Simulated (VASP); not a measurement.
# NaI (Pmma) in VASP: a series of runs

Runs on NaI. Level: PBE+D3(BJ). Tasks: single point.

Everything below comes from runs of VASP 6.6.1. Logs are shortened: lines on timing, memory, paths and dates and some standing lists are left out, and cuts for length are marked.

**1. The cell of the first run**

The structure is orthorhombic, space group Pmma (No. 51). Conventional cell: a = 4.880 Å, b = 4.507 Å, c = 6.998 Å, α = 90.00°, β = 90.00°, γ = 90.00°. Na (site symmetry mm2) has 8 I at 3.32 to 4.36 Å and 6 Na at 3.98 to 4.56 Å within 4.6 Å. Within 4.6 Å of I (site symmetry mm2) lie 8 Na at 3.32 to 4.36 Å and 6 I at 4.18 to 4.51 Å.

**2. Single point, PBE+D3(BJ)**

File INCAR:

```
SYSTEM = NaI
PREC = Accurate
ENCUT = 520
EDIFF = 1E-6
ISMEAR = 0
SIGMA = 0.05
LREAL = .False.
LASPH = .True.
NELM = 80
ALGO = Normal
ISIF = 2
LWAVE = .False.
LCHARG = .False.
GGA = PE
IVDW = 12
NBANDS = 22
```

File KPOINTS:

```
Automatic mesh
0
Gamma
  6 6 4
  0 0 0
```

File POSCAR:

```
NaI
1.0
    4.8795147195      0.0000000000      0.0000000000
    0.0000000000      4.5073838990      0.0000000000
    0.0000000000      0.0000000000      6.9976234184
Na I
2 2
Direct
    0.2500000000      0.5000000000      0.2750310000
    0.7500000000      0.5000000000      0.7249690000
    0.2500000000      0.0000000000      0.7424270000
    0.7500000000      0.0000000000      0.2575730000
```

Potentials or basis: VASP PAW PBE potentials, release 64 (Na_pv, I).

Launch:

```console
cat potpaw_PBE.64/Na_pv/POTCAR potpaw_PBE.64/I/POTCAR > POTCAR
mpirun -np 1 vasp_std > vasp.out
```

OUTCAR:

```text
SYSTEM = NaI
   PREC = Accurate
   ENCUT = 520
   EDIFF = 1E-6
   ISMEAR = 0
   LREAL = .False.
   LASPH = .True.
   NELM = 80
   ISIF = 2
   GGA = PE
   IVDW = 12
 IVDW          = 12

 ion  position               nearest neighbor table
   1  0.250  0.500  0.275-
   2  0.750  0.500  0.725-
   3  0.250  0.000  0.742-
   4  0.750  0.000  0.258-

  LATTYP: Found a simple orthorhombic cell.
 ALAT       =     4.5073838990
 B/A-ratio  =     1.0825602675
 C/A-ratio  =     1.5524800140

  Lattice vectors:

 A1 = (   0.0000000000,  -4.5073838990,   0.0000000000)
 A2 = (   4.8795147195,   0.0000000000,   0.0000000000)
 A3 = (   0.0000000000,   0.0000000000,   6.9976234184)

Analysis of symmetry for initial positions (statically):
=====================================================================
 Subroutine PRICEL returns:
 Original cell was already a primitive cell.

 Routine SETGRP: Setting up the symmetry group for a
 simple orthorhombic supercell.

 Subroutine GETGRP returns: Found  8 space group operations
 (whereof  4 operations were pure point group operations)
 out of a pool of  8 trial point group operations.

The static configuration has the point symmetry C_2h.
 The point group associated with its full space group is D_2h.

Analysis of symmetry for dynamics (positions and initial velocities):
=====================================================================
 Subroutine PRICEL returns:
 Original cell was already a primitive cell.

 Routine SETGRP: Setting up the symmetry group for a
 simple orthorhombic supercell.

 Subroutine GETGRP returns: Found  8 space group operations
 (whereof  4 operations were pure point group operations)
 out of a pool of  8 trial point group operations.

The dynamic configuration has the point symmetry C_2h.
 The point group associated with its full space group is D_2h.

 Subroutine INISYM returns: Found  8 space group operations
 (whereof  4 operations are pure point group operations),
 and found     1 'primitive' translations

----------------------------------------------------------------------------------------

                                     Primitive cell

  volume of cell :     153.9047

  direct lattice vectors                    reciprocal lattice vectors
     4.879514720  0.000000000  0.000000000     0.204938412  0.000000000  0.000000000
     0.000000000  4.507383899  0.000000000     0.000000000  0.221858183  0.000000000
     0.000000000  0.000000000  6.997623418     0.000000000  0.000000000  0.142905661

  length of vectors
     4.879514720  4.507383899  6.997623418     0.204938412  0.221858183  0.142905661

  position of ions in fractional coordinates (direct lattice)
     0.250000000  0.500000000  0.275031000
     0.750000000  0.500000000  0.724969000
     0.250000000  0.000000000  0.742427000
     0.750000000  0.000000000  0.257573000

  ion indices of the primitive-cell ions
   primitive index   ion index
                 1           1
                 2           2
                 3           3
                 4           4

----------------------------------------------------------------------------------------

 KPOINTS: Automatic mesh

Automatic generation of k-mesh.
 Grid dimensions read from file:
 generate k-points for:    6    6    4

 Generating k-lattice:

  Cartesian coordinates                     Fractional coordinates (reciprocal lattice)
     0.034156402  0.000000000  0.000000000     0.166666667  0.000000000  0.000000000
     0.000000000  0.036976364  0.000000000     0.000000000  0.166666667  0.000000000
     0.000000000  0.000000000  0.035726415     0.000000000  0.000000000  0.250000000

  Length of vectors
     0.034156402  0.036976364  0.035726415

  Shift w.r.t. Gamma in fractional coordinates (k-lattice)
     0.000000000  0.000000000  0.000000000

 Subroutine IBZKPT returns following result:
 ===========================================

 Found     48 irreducible k-points:

 Following reciprocal coordinates:
            Coordinates               Weight
  0.000000  0.000000  0.000000      1.000000
  0.166667  0.000000  0.000000      2.000000
  0.333333  0.000000  0.000000      2.000000
  0.500000  0.000000  0.000000      1.000000
  0.000000  0.166667  0.000000      2.000000
  0.166667  0.166667  0.000000      4.000000
[... 16 lines left out ...]
  0.333333  0.166667  0.250000      8.000000
  0.500000  0.166667  0.250000      4.000000
 [... further k-points ...]
   k-points           NKPTS =     48   k-points in BZ     NKDIM =     48   number of bands    NBANDS=     22
   number of dos      NEDOS =    301   number of ions     NIONS =      4
   total plane-waves  NPLWV =  69984
   dimension x,y,z NGX =    36 NGY =   36 NGZ =   54
   dimension x,y,z NGXF=    72 NGYF=   72 NGZF=  108
   ions per type =               2   2
   NGX,Y,Z   is equivalent  to a cutoff of  12.27, 13.28, 12.83 a.u.
   NGXF,Y,Z  is equivalent  to a cutoff of  24.53, 26.56, 25.66 a.u.
 SYSTEM =  NaI
   PREC   = accura    normal or accurate (medium, high low for compatibility)
   ISTART =      0    job   : 0-new  1-cont  2-samecut
   ICHARG =      2    charge: 1-file 2-atom 10-const
   ISPIN  =      1    spin polarized calculation?
   LNONCOLLINEAR =      F non collinear calculations
   LSORBIT =      F    spin-orbit coupling
   LASPH  =      T    aspherical Exc in radial PAW
   ENCUT  =  520.0 eV  38.22 Ry    6.18 a.u.   9.07  8.38 13.01*2*pi/ulx,y,z
   NELM   =     80;   NELMIN=  2; NELMDL= -5     # of ELM steps
   EDIFF  = 0.1E-05   stopping-criterion for ELM
   LREAL  =      F    real-space projection
   EDIFFG = 0.1E-04   stopping-criterion for IOM
   NSW    =      0    number of steps for IOM
   IBRION =     -1    ionic relax: 0-MD 1-quasi-New 2-CG
   NFREE  =      0    steps in history (QN), initial steepest desc. (CG)
   ISIF   =      2    stress and relaxation
   ISYM   =      2    0-nonsym 1-usesym 2-fastsym
   POTIM  = 0.5000    time-step for ionic-motion
   TEBEG  =    0.0;   TEEND  =   0.0 temperature during run
   PSTRESS=    0.0 pullay stress
   NELECT =      28.0000    total number of electrons
   NUPDOWN=      -1.0000    fix difference up-down
   EMIN   =  10.00;   EMAX   =-10.00  energy-range for DOS
   EFERMI =   0.00;   METHOD = LEGACY
   ISMEAR =     0;   SIGMA  =   0.05  broadening in eV -4-tet -1-fermi 0-gaus
   EFERMI_NEDOS =   21; number of points for ismear=-14 and -15
   IALGO  =     38    algorithm
   IMIX   =      4    mixing-type and parameters
     AMIX     =   0.40;   BMIX     =  1.00
     AMIX_MAG =   1.60;   BMIX_MAG =  1.00
  volume/ion in A,a.u.               =      38.48       259.65
  Fermi-wavevector in a.u.,A,eV,Ry     =   0.927635  1.752975 11.707893  0.860506
  Thomas-Fermi vector in A             =   2.053725
   LORBIT       =      0    0 simple, 1 ext, 2 COOP (PROOUT), +10 PAW based schemes
   GGA     = PE    functional components
   LHFCALC =     F    Hartree Fock is set to
   AEXX    =    0.0000 exact exchange contribution
   IVDW    =    12    specifies the selected vdW correction
   LEPSILON=     F    determine dielectric tensor
   LRPA    =     F    only Hartree local field effects (RPA)
 non-spin polarized calculation
 Gauss-broadening in eV      SIGMA  =   0.05
  energy-cutoff  :      520.00
  volume of cell :      153.90
 maximum number of plane-waves:      4186
   NGX = 19   NGY = 17   NGZ = 27

 number of electron      27.9999981 magnetization

 Free energy of the ion-electron system (eV)
  ---------------------------------------------------
  ext. energy  EPLUGINS =         0.00000000
  ---------------------------------------------------
  free energy    TOTEN  =       -10.15774979 eV

  energy without entropy =      -10.15774979  energy(sigma->0) =      -10.15774979

 E-fermi :   1.1619     XC(G=0):  -7.2103

 val. band max:        0.9159956642   @ k =   0.0000   0.5000   0.0000
 cond. band min:       3.0064440536   @ k =   0.0000   0.0000   0.0000
 fundamental gap:      2.0904483894
 Fermi energy:         1.1618898176

 k-point     1 :       0.0000    0.0000    0.0000
  band No.  band energies     occupation
      1     -22.8863      2.00000
      2     -22.8803      2.00000
      3     -22.8452      2.00000
      4     -22.8421      2.00000
      5     -22.8348      2.00000
      6     -22.8339      2.00000
[... 14 lines left out ...]
     21       8.4868      0.00000
     22       9.7731      0.00000

 k-point     2 :       0.1667    0.0000    0.0000
  band No.  band energies     occupation
      1     -22.8859      2.00000
      2     -22.8807      2.00000
      3     -22.8453      2.00000
      4     -22.8426      2.00000
      5     -22.8347      2.00000
      6     -22.8339      2.00000
[... 14 lines left out ...]
     21       8.6395      0.00000
     22       9.1598      0.00000

 k-point     3 :       0.3333    0.0000    0.0000
  band No.  band energies     occupation
      1     -22.8848      2.00000
      2     -22.8818      2.00000
      3     -22.8453      2.00000
      4     -22.8438      2.00000
      5     -22.8344      2.00000
      6     -22.8340      2.00000
[... 14 lines left out ...]
     21       8.5061      0.00000
     22       8.7554      0.00000
[... 476 lines left out ...]
 k-point    23 :       0.3333    0.1667    0.2500
  band No.  band energies     occupation
      1     -22.8846      2.00000
      2     -22.8820      2.00000
      3     -22.8451      2.00000
      4     -22.8437      2.00000
      5     -22.8350      2.00000
      6     -22.8346      2.00000
[... 14 lines left out ...]
     21       8.3999      0.00000
     22       8.5737      0.00000

 k-point    24 :       0.5000    0.1667    0.2500
  band No.  band energies     occupation
      1     -22.8833      2.00000
      2     -22.8833      2.00000
      3     -22.8447      2.00000
      4     -22.8447      2.00000
      5     -22.8347      2.00000
      6     -22.8347      2.00000
[... 14 lines left out ...]
     21       8.8309      0.00000
     22       8.8309      0.00000

 [... further k-points ...]

------------------------ aborting loop because EDIFF is reached ----------------------------------------

 Edisp (eV)   -0.88775

 E8    (eV) :    -0.4125

  FORCE on cell =-STRESS in cart. coord.  units (eV):
  Direction    XX          YY          ZZ          XY          YZ          ZX
  --------------------------------------------------------------------------------------
  -------------------------------------------------------------------------------------
  Total      -1.72394    -3.54872    -0.28080     0.00000     0.00000     0.00000
  in kB     -17.94657   -36.94289    -2.92323     0.00000     0.00000     0.00000
  external pressure =      -19.27 kB  Pullay stress =        0.00 kB

 VOLUME and BASIS-vectors are now :
 -----------------------------------------------------------------------------
  energy-cutoff  :      520.00
  volume of cell :      153.90
      direct lattice vectors                 reciprocal lattice vectors
     4.879514720  0.000000000  0.000000000     0.204938412  0.000000000  0.000000000
     0.000000000  4.507383899  0.000000000     0.000000000  0.221858183  0.000000000
     0.000000000  0.000000000  6.997623418     0.000000000  0.000000000  0.142905661

 POSITION                                       TOTAL-FORCE (eV/Angst)
 -----------------------------------------------------------------------------------
      1.21988      2.25369      1.92456         0.000000     -0.000000     -0.044626
      3.65964      2.25369      5.07306         0.000000      0.000000      0.044626
      1.21988      0.00000      5.19522         0.000000      0.000000      0.034404
      3.65964      0.00000      1.80240        -0.000000      0.000000     -0.034404
 -----------------------------------------------------------------------------------
    total drift:                                0.000000      0.000000      0.000000

  FREE ENERGIE OF THE ION-ELECTRON SYSTEM (eV)
  ---------------------------------------------------
  free  energy   TOTEN  =       -11.0454984584 eV

  energy  without entropy=      -11.0454984584  energy(sigma->0) =      -11.04549846
```

Wall time 48 s (1 thread of Intel Xeon 6975P-C (Granite Rapids), shared host); peak memory 0.32 GiB.

Results:

* Free energy: -11.0455 eV
* Pressure: -1.9 GPa
* Largest force: 0.045 eV/Å
* Band gap on the k mesh: 2.09 eV (least direct gap 2.24 eV)
* Dispersion energy per atom: -0.222 eV

Forces on the atoms (eV/Å):
```
Na   0.000  0.000 -0.045
Na   0.000  0.000  0.045
I    0.000  0.000  0.034
I    0.000  0.000 -0.034
```

Stress tensor (GPa, compression positive):
```
-1.79  0.00  0.00
 0.00 -3.69  0.00
 0.00  0.00 -0.29
```

Caveat: spin-orbit coupling is left out, which moves the levels of the heavy elements.

(Continued in part 2 of 2.)
